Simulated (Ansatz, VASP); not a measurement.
Two plane-wave programs on CaS

```
Ca S
1.0
     0.00000    2.85237    2.85237
     2.85237    0.00000    2.85237
     2.85237    2.85237    0.00000
Ca S
1 1
Direct
  0.00000 0.00000 0.00000
  0.50000 0.50000 0.50000
```

Alike in both runs: task single point; functional PBEsol; k mesh 4 × 4 × 4; occupations gaussian, width 0.022 eV; no spin polarisation.

|  | VASP | Ansatz |
| --- | --- | --- |
| version | VASP 6.6.1 | Ansatz 0.2.0 |
| potentials or method | VASP PAW PBE potentials, release 64 (Ca_sv, S), cutoff 500 eV | scalar-relativistic, plane waves, PAW |
| valence electrons in the cell | 16 | 16 |

|  | VASP | Ansatz | Ansatz less VASP |
| --- | --- | --- | --- |
| gap on the k mesh at the Fermi level (eV) | 2.24 | 2.24 | +0.005 |
| least direct gap on the mesh (eV) | 3.06 | 3.06 | +0.005 |
| pressure (GPa) | -1.9 | -2.1 | -0.16 |

VASP's potentials were made for PBE, not for PBEsol.

The k mesh is coarse, so the values compare programs but aren't converged.
